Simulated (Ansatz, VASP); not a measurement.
# Sb in VASP and in Ansatz

Contents of INCAR:

```
SYSTEM = Sb
  PREC = Accurate
  ENCUT = 520
  EDIFF = 1E-6
  ISMEAR = -1
  SIGMA = 0.1
  LREAL = .False.
  LASPH = .True.
  NELM = 80
  ALGO = Normal
  ISIF = 2
  LWAVE = .False.
  LCHARG = .True.
  GGA = CA
  LELF = .True.
  LVHAR = .True.
  NBANDS = 12
```

KPOINTS

```
regular mesh
0
Gamma
  7 7 7
  0 0 0
```

Contents of POSCAR:

```
Sb
1.0
    2.1456002536      1.2387628840      3.6587425366
   -2.1456002536      1.2387628840      3.6587425366
    0.0000000000     -2.4775257680      3.6587425366
Sb
2
Direct
    0.2359371474      0.2359371474      0.2359371474
    0.7640628526      0.7640628526      0.7640628526
```

Input for Ansatz:

```yaml
crystal:
  lattice:
    - [2.1456002536, 1.238762884, 3.6587425366]
    - [-2.1456002536, 1.238762884, 3.6587425366]
    - [0.0, -2.477525768, 3.6587425366]
  atoms:
    - { symbol: Sb, position: [0.2359371474, 0.2359371474, 0.2359371474] }
    - { symbol: Sb, position: [0.7640628526, 0.7640628526, 0.7640628526] }
hamiltonian:
  xc: lda
  pseudopotentials:
    kind: paw
    azcp:
      Sb: "pseudopotentials/Sb.paw.azcp"
basis:
  ecutwfc: 420
  fft_grid_basis: typed
kpoints:
  mp_grid: { grid: [7, 7, 7], shift: [0, 0, 0] }
magnetization:
  spin_polarized: false
scf:
  occupations: { method: fermi_dirac, width: 0.1 }
  lower_state_search: "off"
output:
  stress: true
```

Alike in both runs: task single point; functional LDA; k mesh 7 × 7 × 7; occupations fermi-dirac, width 0.1 eV; no spin polarisation.

|  | VASP | Ansatz |
| --- | --- | --- |
| version | VASP 6.6.1 | Ansatz 0.2.0 |
| potentials or method | VASP PAW LDA potentials, release 64 (Sb), cutoff 520 eV | plane waves (420 eV) with PAW, scalar-relativistic |
| valence electrons in the cell | 10 | 30 |

|  | VASP | Ansatz | Ansatz less VASP |
| --- | --- | --- | --- |
| pressure (GPa) | 0.4 | 0.1 | -0.30 |
| traceless stress, the component that is largest in VASP (GPa) | -0.15 | -0.09 | +0.053 |

Ansatz warns that its potentials were made for another functional, while VASP's fit it. LDA's correlation is that of Perdew and Zunger in VASP and of Perdew and Wang (1992) in Ansatz. VASP's potentials hold 10 valence electrons a cell and Ansatz's 30, so a difference there can come from the potentials and not from the codes.

Neither program's run includes spin-orbit coupling.
